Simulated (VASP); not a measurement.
# RbBr in VASP: a series of runs

The runs below take RbBr through single point, with PBE, r2SCAN.

All numbers are computed with VASP 6.6.1; they aren't measurements. Logs are shortened: lines on timing, memory, paths and dates and some standing lists are left out, and cuts for length are marked.

**1. The cell of the first run**

The structure is cubic, space group Fm-3m (No. 225). Conventional cell: a = 6.922 Å, b = 6.922 Å, c = 6.922 Å, α = 90.00°, β = 90.00°, γ = 90.00°. Within 4.5 Å of Rb (site symmetry m-3m) lie 6 Br at 3.46 Å. Within 4.5 Å of Br (site symmetry m-3m) lie 6 Rb at 3.46 Å.

**2. Single point, PBE**

INCAR

```
PREC = Accurate
ENCUT = 520
EDIFF = 1E-6
ISMEAR = -1
SIGMA = 0.02
LREAL = False
LASPH = True
NELM = 60
ALGO = Normal
ISIF = 2
LWAVE = False
LCHARG = False
GGA = PE
NBANDS = 15
```

KPOINTS

```
regular mesh
0
Gamma
  6 6 6
```

POSCAR

```
RbBr
1.0
    0.0000000000      3.4608260516      3.4608260516
    3.4608260516      0.0000000000      3.4608260516
    3.4608260516      3.4608260516      0.0000000000
Rb Br
1 1
Direct
    0.0000000000      0.0000000000      0.0000000000
    0.5000000000      0.5000000000      0.5000000000
```

Potentials or basis: VASP PAW PBE potentials, release 64 (Rb_sv, Br).

Started as:

```
$ cat potpaw_PBE.64/Rb_sv/POTCAR potpaw_PBE.64/Br/POTCAR > POTCAR
$ mpirun -np 1 vasp_std > vasp.out
```

OUTCAR:

```text
PREC = Accurate
   ENCUT = 520
   EDIFF = 1E-6
   ISMEAR = -1
   LREAL = False
   LASPH = True
   NELM = 60
   ISIF = 2
   GGA = PE

 ion  position               nearest neighbor table
   1  0.000  0.000  0.000-   2 3.46   2 3.46   2 3.46   2 3.46   2 3.46   2 3.46
   2  0.500  0.500  0.500-   1 3.46   1 3.46   1 3.46   1 3.46   1 3.46   1 3.46

  LATTYP: Found a face centered cubic cell.
 ALAT       =     6.9216521032

  Lattice vectors:

 A1 = (   0.0000000000,   3.4608260516,   3.4608260516)
 A2 = (   3.4608260516,   0.0000000000,   3.4608260516)
 A3 = (   3.4608260516,   3.4608260516,   0.0000000000)

Analysis of symmetry for initial positions (statically):
=====================================================================
 Subroutine PRICEL returns:
 Original cell was already a primitive cell.

 Routine SETGRP: Setting up the symmetry group for a
 face centered cubic supercell.

 Subroutine GETGRP returns: Found 48 space group operations
 (whereof 48 operations were pure point group operations)
 out of a pool of 48 trial point group operations.

The static configuration has the point symmetry O_h .

Analysis of symmetry for dynamics (positions and initial velocities):
=====================================================================
 Subroutine PRICEL returns:
 Original cell was already a primitive cell.

 Routine SETGRP: Setting up the symmetry group for a
 face centered cubic supercell.

 Subroutine GETGRP returns: Found 48 space group operations
 (whereof 48 operations were pure point group operations)
 out of a pool of 48 trial point group operations.

The dynamic configuration has the point symmetry O_h .

 Subroutine INISYM returns: Found 48 space group operations
 (whereof 48 operations are pure point group operations),
 and found     1 'primitive' translations

----------------------------------------------------------------------------------------

                                     Primitive cell

  volume of cell :      82.9028

  direct lattice vectors                    reciprocal lattice vectors
     0.000000000  3.460826052  3.460826052    -0.144474178  0.144474178  0.144474178
     3.460826052  0.000000000  3.460826052     0.144474178 -0.144474178  0.144474178
     3.460826052  3.460826052  0.000000000     0.144474178  0.144474178 -0.144474178

  length of vectors
     4.894347139  4.894347139  4.894347139     0.250236617  0.250236617  0.250236617

  position of ions in fractional coordinates (direct lattice)
     0.000000000  0.000000000  0.000000000
     0.500000000  0.500000000  0.500000000

  ion indices of the primitive-cell ions
   primitive index   ion index
                 1           1
                 2           2

----------------------------------------------------------------------------------------

 KPOINTS: regular mesh

Automatic generation of k-mesh.
 Grid dimensions read from file:
 generate k-points for:    6    6    6

 Generating k-lattice:

  Cartesian coordinates                     Fractional coordinates (reciprocal lattice)
    -0.024079030  0.024079030  0.024079030     0.166666667  0.000000000  0.000000000
     0.024079030 -0.024079030  0.024079030     0.000000000  0.166666667  0.000000000
     0.024079030  0.024079030 -0.024079030     0.000000000  0.000000000  0.166666667

  Length of vectors
     0.041706103  0.041706103  0.041706103

  Shift w.r.t. Gamma in fractional coordinates (k-lattice)
     0.000000000  0.000000000  0.000000000

 Subroutine IBZKPT returns following result:
 ===========================================

 Found     16 irreducible k-points:

 Following reciprocal coordinates:
            Coordinates               Weight
  0.000000  0.000000  0.000000      1.000000
  0.166667  0.000000  0.000000      8.000000
  0.333333  0.000000  0.000000      8.000000
  0.500000  0.000000  0.000000      4.000000
  0.166667  0.166667  0.000000      6.000000
  0.333333  0.166667  0.000000     24.000000
[... 8 lines left out ...]
 -0.333333  0.333333  0.166667     24.000000
 -0.333333  0.500000  0.166667     12.000000
   k-points           NKPTS =     16   k-points in BZ     NKDIM =     16   number of bands    NBANDS=     15
   number of dos      NEDOS =    301   number of ions     NIONS =      2
   total plane-waves  NPLWV =  46656
   dimension x,y,z NGX =    36 NGY =   36 NGZ =   36
   dimension x,y,z NGXF=    72 NGYF=   72 NGZF=   72
   ions per type =               1   1
   NGX,Y,Z   is equivalent  to a cutoff of  12.23, 12.23, 12.23 a.u.
   NGXF,Y,Z  is equivalent  to a cutoff of  24.46, 24.46, 24.46 a.u.
 SYSTEM =  unknown system
   PREC   = accura    normal or accurate (medium, high low for compatibility)
   ISTART =      0    job   : 0-new  1-cont  2-samecut
   ICHARG =      2    charge: 1-file 2-atom 10-const
   ISPIN  =      1    spin polarized calculation?
   LNONCOLLINEAR =      F non collinear calculations
   LSORBIT =      F    spin-orbit coupling
   LASPH  =      T    aspherical Exc in radial PAW
   ENCUT  =  520.0 eV  38.22 Ry    6.18 a.u.   9.10  9.10  9.10*2*pi/ulx,y,z
   NELM   =     60;   NELMIN=  2; NELMDL= -5     # of ELM steps
   EDIFF  = 0.1E-05   stopping-criterion for ELM
   LREAL  =      F    real-space projection
   EDIFFG = 0.1E-04   stopping-criterion for IOM
   NSW    =      0    number of steps for IOM
   IBRION =     -1    ionic relax: 0-MD 1-quasi-New 2-CG
   NFREE  =      0    steps in history (QN), initial steepest desc. (CG)
   ISIF   =      2    stress and relaxation
   ISYM   =      2    0-nonsym 1-usesym 2-fastsym
   POTIM  = 0.5000    time-step for ionic-motion
   TEBEG  =    0.0;   TEEND  =   0.0 temperature during run
   PSTRESS=    0.0 pullay stress
   NELECT =      16.0000    total number of electrons
   NUPDOWN=      -1.0000    fix difference up-down
   EMIN   =  10.00;   EMAX   =-10.00  energy-range for DOS
   EFERMI =   0.00;   METHOD = LEGACY
   ISMEAR =    -1;   SIGMA  =   0.02  broadening in eV -4-tet -1-fermi 0-gaus
   EFERMI_NEDOS =   21; number of points for ismear=-14 and -15
   IALGO  =     38    algorithm
   IMIX   =      4    mixing-type and parameters
     AMIX     =   0.40;   BMIX     =  1.00
     AMIX_MAG =   1.60;   BMIX_MAG =  1.00
  volume/ion in A,a.u.               =      41.45       279.73
  Fermi-wavevector in a.u.,A,eV,Ry     =   0.946074  1.787820 12.177973  0.895056
  Thomas-Fermi vector in A             =   2.074037
   LORBIT       =      0    0 simple, 1 ext, 2 COOP (PROOUT), +10 PAW based schemes
   GGA     = PE    functional components
   LHFCALC =     F    Hartree Fock is set to
   AEXX    =    0.0000 exact exchange contribution
   IVDW    =     0    specifies the selected vdW correction
   LEPSILON=     F    determine dielectric tensor
   LRPA    =     F    only Hartree local field effects (RPA)
 non-spin polarized calculation
  energy-cutoff  :      520.00
  volume of cell :       82.90
 maximum number of plane-waves:      2252
   NGX = 19   NGY = 19   NGZ = 19

 number of electron      15.9999997 magnetization

 Free energy of the ion-electron system (eV)
  ---------------------------------------------------
  ext. energy  EPLUGINS =         0.00000000
  ---------------------------------------------------
  free energy    TOTEN  =        -6.10928893 eV

  energy without entropy =       -6.10928893  energy(sigma->0) =       -6.10928893

 E-fermi :  -1.4434     XC(G=0):  -7.1177

 val. band max:       -1.8613559994   @ k =   0.0000   0.0000   0.0000
 cond. band min:       2.4269694426   @ k =   0.0000   0.0000   0.0000
 fundamental gap:      4.2883254420
 Fermi energy:        -1.4434313425

 k-point     1 :       0.0000    0.0000    0.0000
  band No.  band energies     occupation
      1     -26.3383      2.00000
      2     -14.0136      2.00000
      3     -10.4127      2.00000
      4     -10.4127      2.00000
      5     -10.4127      2.00000
      6      -1.8614      2.00000
      7      -1.8614      2.00000
      8      -1.8614      2.00000
      9       2.4270      0.00000
     10       5.4087      0.00000
     11       5.4087      0.00000
     12       5.4087      0.00000
     13       6.2767      0.00000
     14       6.2767      0.00000
     15       9.0608      0.00000

 k-point     2 :       0.1667    0.0000    0.0000
  band No.  band energies     occupation
      1     -26.3363      2.00000
      2     -14.0227      2.00000
      3     -10.4145      2.00000
      4     -10.4145      2.00000
      5     -10.4026      2.00000
      6      -2.1496      2.00000
      7      -1.9491      2.00000
      8      -1.9491      2.00000
      9       3.0474      0.00000
     10       5.2721      0.00000
     11       5.7276      0.00000
     12       5.7276      0.00000
     13       6.6644      0.00000
     14       6.6644      0.00000
     15      10.0280      0.00000

 k-point     3 :       0.3333    0.0000    0.0000
  band No.  band energies     occupation
      1     -26.3323      2.00000
      2     -14.0406      2.00000
      3     -10.4182      2.00000
      4     -10.4182      2.00000
      5     -10.3828      2.00000
      6      -2.6082      2.00000
      7      -2.1138      2.00000
      8      -2.1138      2.00000
      9       4.2841      0.00000
     10       5.3880      0.00000
     11       6.6144      0.00000
     12       6.6144      0.00000
     13       7.6352      0.00000
     14       7.6352      0.00000
     15       9.5482      0.00000
[... 199 lines left out ...]
 k-point    15 :      -0.3333    0.3333    0.1667
  band No.  band energies     occupation
      1     -26.3285      2.00000
      2     -14.0039      2.00000
      3     -10.4998      2.00000
      4     -10.4926      2.00000
      5     -10.3979      2.00000
      6      -2.4738      2.00000
      7      -2.2000      2.00000
      8      -2.1733      2.00000
      9       5.1255      0.00000
     10       5.3403      0.00000
     11       6.5610      0.00000
     12       6.8274      0.00000
     13       8.2406      0.00000
     14       8.9127      0.00000
     15       8.9533      0.00000

 k-point    16 :      -0.3333    0.5000    0.1667
  band No.  band energies     occupation
      1     -26.3280      2.00000
      2     -13.9821      2.00000
      3     -10.5501      2.00000
      4     -10.5012      2.00000
      5     -10.4174      2.00000
      6      -2.2707      2.00000
      7      -2.2520      2.00000
      8      -2.1195      2.00000
      9       4.4494      0.00000
     10       5.8805      0.00000
     11       6.0516      0.00000
     12       6.9632      0.00000
     13       8.0266      0.00000
     14       8.8829      0.00000
     15       9.3262      0.00000

------------------------ aborting loop because EDIFF is reached ----------------------------------------

  FORCE on cell =-STRESS in cart. coord.  units (eV):
  Direction    XX          YY          ZZ          XY          YZ          ZX
  --------------------------------------------------------------------------------------
  -------------------------------------------------------------------------------------
  Total        0.2917658      0.2917658      0.2917658     -0.0000000      0.0000000      0.0000000
  in kB        5.6386574      5.6386574      5.6386574     -0.0000000      0.0000000      0.0000000
  external PRESSURE =       5.6386574 kB  Pullay stress =       0.0000000 kB

 VOLUME and BASIS-vectors are now :
 -----------------------------------------------------------------------------
  energy-cutoff  :      520.00
  volume of cell :       82.90
      direct lattice vectors                 reciprocal lattice vectors
     0.000000000  3.460826052  3.460826052    -0.144474178  0.144474178  0.144474178
     3.460826052  0.000000000  3.460826052     0.144474178 -0.144474178  0.144474178
     3.460826052  3.460826052  0.000000000     0.144474178  0.144474178 -0.144474178

 POSITION                                       TOTAL-FORCE (eV/Angst)
 -----------------------------------------------------------------------------------
      0.00000      0.00000      0.00000        -0.000000      0.000000     -0.000000
      3.46083      3.46083      3.46083         0.000000     -0.000000      0.000000
 -----------------------------------------------------------------------------------
    total drift:                                0.000000      0.000000      0.000000

  FREE ENERGIE OF THE ION-ELECTRON SYSTEM (eV)
  ---------------------------------------------------
  free  energy   TOTEN  =        -6.1092889311 eV

  energy  without entropy=       -6.1092889310  energy(sigma->0) =       -6.10928893
```

It took 14 s on 1 thread of Intel Xeon 6975P-C, shared host; peak memory 0.21 GiB.

Results:

```yaml
Free_energy: -6.1093 eV
Pressure: 0.6 GPa
Band_gap_on_the_k_mesh: 4.29 eV, direct
```

**3. Single point, r2SCAN (strain -4.0%)**

POSCAR

```
RbBr
1.0
    0.0000000000      3.3223930095      3.3223930095
    3.3223930095      0.0000000000      3.3223930095
    3.3223930095      3.3223930095      0.0000000000
Rb Br
1 1
Direct
    0.0000000000      0.0000000000      0.0000000000
    0.5000000000      0.5000000000      0.5000000000
```

INCAR.step1

```
SYSTEM = RbBr
PREC = Accurate
ENCUT = 520
ISMEAR = 0
SIGMA = 0.01
LREAL = .False.
LASPH = .True.
NELM = 60
NBANDS = 15
GGA = PE
ALGO = Normal
EDIFF = 1E-4
LWAVE = .True.
LCHARG = .False.
```

INCAR.step2

```
SYSTEM = RbBr
PREC = Accurate
ENCUT = 520
EDIFF = 1E-7
ISMEAR = 0
SIGMA = 0.01
LREAL = .False.
LASPH = .True.
NELM = 60
ALGO = Normal
ISIF = 2
LWAVE = .False.
LCHARG = .True.
METAGGA = R2SCAN
LMIXTAU = .True.
LELF = .True.
LVHAR = .True.
NBANDS = 15
ISTART = 1
```

KPOINTS

```
regular mesh
0
Gamma
  6 6 6
  0 0 0
```

Potentials or basis: VASP PAW PBE potentials, release 64 (Rb_sv, Br).

Started as:

```
$ cat potpaw_PBE.64/Rb_sv/POTCAR potpaw_PBE.64/Br/POTCAR > POTCAR
$ cp INCAR.step1 INCAR
$ mpirun -np 1 vasp_std > vasp.out
$ cp INCAR.step2 INCAR
$ mpirun -np 1 vasp_std > vasp.out
```

Run time: 74 s. Hardware: 1 thread of Intel Xeon 6975P-C, shared host; peak memory 0.22 GiB.

Results (log left out):

```
Free energy            : -31.0901 eV
Pressure               : 2.4 GPa
Band gap on the k mesh : 5.23 eV, direct
```

Levels at points of the mesh, in eV from the valence-band top:
```tsv
k point	band 4	band 5	band 6	band 7	band 8	band 9	band 10	band 11	band 12	band 13
(0.00, 0.00, 0.00)	-8.51	-8.51	0.00	0.00	0.00	5.23	7.88	7.88	7.88	9.02
(0.50, 0.00, 0.00)	-8.52	-8.42	-1.14	-0.44	-0.44	7.53	8.59	10.50	10.50	11.15
(0.50, 0.50, 0.00)	-8.61	-8.61	-0.50	-0.16	-0.16	5.94	8.33	10.21	10.23	10.74
```

Caveat: the cell differs from its parent crystal (strain -4.0%); the PAW data sets were made with another functional, which shifts forces and pressure a little.

**4. Single point, r2SCAN**

POSCAR

```
RbBr
1.0
    0.0000000000      3.4608260516      3.4608260516
    3.4608260516      0.0000000000      3.4608260516
    3.4608260516      3.4608260516      0.0000000000
Rb Br
1 1
Direct
    0.0000000000      0.0000000000      0.0000000000
    0.5000000000      0.5000000000      0.5000000000
```

INCAR.step1, as its differences from that of step 3:

```diff
@@ -7,3 +7,3 @@
 LASPH = .True.
-NELM = 60
+NELM = 100
 NBANDS = 15
```

INCAR.step2, as its differences from that of step 3:

```diff
@@ -8,3 +8,3 @@
 LASPH = .True.
-NELM = 60
+NELM = 100
 ALGO = Normal
```

KPOINTS

```
Automatic mesh
0
Gamma
  6 6 6
  0 0 0
```

Started as:

```
$ cat potpaw_PBE.64/Rb_sv/POTCAR potpaw_PBE.64/Br/POTCAR > POTCAR
$ cp INCAR.step1 INCAR
$ mpirun -np 1 vasp_std > vasp.out
$ cp INCAR.step2 INCAR
$ mpirun -np 1 vasp_std > vasp.out
```

It took 52 s on 1 thread of Intel Xeon 6975P-C, shared host; peak memory 0.22 GiB.

Results (log left out):

* Free energy: -31.1557 eV
* Pressure: 0.0 GPa
* Band gap on the k mesh: 4.89 eV, direct

Levels at points of the mesh, in eV from the valence-band top:
| k point | band 4 | band 5 | band 6 | band 7 | band 8 | band 9 | band 10 | band 11 | band 12 | band 13 |
| --- | --- | --- | --- | --- | --- | --- | --- | --- | --- | --- |
| (0.00, 0.00, 0.00) | -8.75 | -8.75 | 0.00 | 0.00 | 0.00 | 4.89 | 7.87 | 7.87 | 7.87 | 8.92 |
| (0.50, 0.00, 0.00) | -8.75 | -8.70 | -0.92 | -0.32 | -0.32 | 7.22 | 8.17 | 10.14 | 10.14 | 10.76 |
| (0.50, 0.50, 0.00) | -8.81 | -8.81 | -0.47 | -0.16 | -0.16 | 6.09 | 7.84 | 9.57 | 10.00 | 10.23 |

Caveat: the PAW data sets were made with another functional, which shifts forces and pressure a little.

**5. Single point, PBE (epitaxial xy strain +1.0%)**

INCAR

```
SYSTEM = RbBr
  PREC = Accurate
  ENCUT = 520
  EDIFF = 1E-7
  ISMEAR = -1
  SIGMA = 0.02
  LREAL = .False.
  LASPH = .True.
  NELM = 100
  ALGO = Normal
  ISIF = 2
  LWAVE = .False.
  LCHARG = .True.
  GGA = PE
  LELF = .True.
  LVHAR = .True.
  NBANDS = 15
```

KPOINTS

```
regular mesh
0
Gamma
  6 6 6
  0 0 0
```

POSCAR

```
RbBr
1.0
    0.0000000000      3.4954343121      3.4549664704
    3.4954343121      0.0000000000      3.4549664704
    3.4954343121      3.4954343121      0.0000000000
Rb Br
1 1
Direct
    0.0000000000      0.0000000000      0.0000000000
    0.5000000000      0.5000000000      0.5000000000
```

Started as:

```
$ cat potpaw_PBE.64/Rb_sv/POTCAR potpaw_PBE.64/Br/POTCAR > POTCAR
$ mpirun -np 1 vasp_std > vasp.out
```

It took 37 s on 1 thread of Intel Xeon 6975P-C, shared host; peak memory 0.25 GiB.

It converged, with:

```yaml
Free_energy: -6.1129 eV
Pressure: 0.3 GPa
Band_gap_on_the_k_mesh: 4.24 eV, direct
```

Stress tensor (GPa, compression positive):
```
0.22 0.00 0.00
0.00 0.22 0.00
0.00 0.00 0.53
```

Levels at points of the mesh, in eV from the valence-band top:
```tsv
k point	band 4	band 5	band 6	band 7	band 8	band 9	band 10	band 11	band 12	band 13
(0.00, 0.00, 0.00)	-8.60	-8.60	-0.01	-0.01	0.00	4.24	7.23	7.23	7.30	8.08
(0.50, 0.00, 0.00)	-8.60	-8.56	-0.92	-0.32	-0.32	6.68	7.54	9.33	9.34	9.96
(0.50, 0.50, 0.00)	-8.66	-8.66	-0.45	-0.17	-0.17	5.64	6.95	8.99	9.12	9.25
(0.50, 0.00, 0.50)	-8.66	-8.65	-0.47	-0.16	-0.16	5.65	6.94	8.94	9.10	9.24
```

Caveat: the cell differs from its parent crystal (epitaxial xy strain +1.0%).

**6. Single point, PBE (uniaxial z strain +2.5%)**

INCAR

```
PREC = Accurate
ENCUT = 520
EDIFF = 1E-7
ISMEAR = -1
SIGMA = 0.02
LREAL = False
LASPH = True
NELM = 100
ALGO = Normal
ISIF = 2
LWAVE = False
LCHARG = False
GGA = PE
NBANDS = 15
```

KPOINTS

```
Automatic mesh
0
Gamma
  6 6 6
```

POSCAR

```
RbBr
1.0
    0.0000000000      3.4608260516      3.5473467028
    3.4608260516      0.0000000000      3.5473467028
    3.4608260516      3.4608260516      0.0000000000
Rb Br
1 1
Direct
    0.0000000000      0.0000000000      0.0000000000
    0.5000000000      0.5000000000      0.5000000000
```

Potentials or basis: VASP PAW PBE potentials, release 64 (Rb_sv, Br).

Started as:

```
$ cat potpaw_PBE.64/Rb_sv/POTCAR potpaw_PBE.64/Br/POTCAR > POTCAR
$ mpirun -np 1 vasp_std > vasp.out
```

Run time: 36 s. Hardware: 1 thread of Intel Xeon 6975P-C, shared host; peak memory 0.24 GiB.

It converged, with:

* Free energy: -6.1118 eV
* Pressure: 0.3 GPa
* Band gap on the k mesh: 4.22 eV, direct

Stress tensor (GPa, compression positive):
```
 0.45  0.00  0.00
 0.00  0.45  0.00
 0.00  0.00 -0.14
```

Levels at points of the mesh, in eV from the valence-band top:
| k point | band 5 | band 6 | band 7 | band 8 | band 9 | band 10 | band 11 | band 12 |
| --- | --- | --- | --- | --- | --- | --- | --- | --- |
| (0.00, 0.00, 0.00) | -8.61 | -0.02 | 0.00 | 0.00 | 4.22 | 7.16 | 7.30 | 7.30 |
| (0.50, 0.00, 0.00) | -8.57 | -0.91 | -0.32 | -0.32 | 6.67 | 7.51 | 9.30 | 9.33 |
| (0.50, 0.50, 0.00) | -8.66 | -0.49 | -0.15 | -0.15 | 5.67 | 6.90 | 8.85 | 9.06 |
| (0.50, 0.00, 0.50) | -8.66 | -0.45 | -0.17 | -0.17 | 5.64 | 6.93 | 8.95 | 9.11 |

Caveat: the cell differs from its parent crystal (uniaxial z strain +2.5%).

**7. Overview**

| level | cell | smearing | gap on the mesh (eV) | pressure (GPa) |
| --- | --- | --- | --- | --- |
| PBE | a = 4.894 Å, angles 60.0°, 2 atoms | fermi-dirac 0.02 eV | 4.29 | 0.6 |
| r2SCAN | a = 4.699 Å, angles 60.0°, 2 atoms | gaussian 0.01 eV | 5.23 | 2.4 |
| r2SCAN | a = 4.894 Å, angles 60.0°, 2 atoms | gaussian 0.01 eV | 4.89 | 0.0 |
| PBE | a = 4.915, b = 4.915, c = 4.943 Å, angles 59.8, 59.8, 60.4°, 2 atoms | fermi-dirac 0.02 eV | 4.24 | 0.3 |
| PBE | a = 4.956, b = 4.956, c = 4.894 Å, angles 60.4, 60.4, 59.2°, 2 atoms | fermi-dirac 0.02 eV | 4.22 | 0.3 |

Alike in all rows: task single point; potentials or basis VASP PAW PBE potentials, release 64 (Rb_sv, Br); no spin polarisation; k mesh 6 × 6 × 6; cutoff (eV) 520.

Caveats: the PAW data sets were made with another functional, which shifts forces and pressure a little (some runs).

Absolute energies hang on the potentials; compare differences alone.
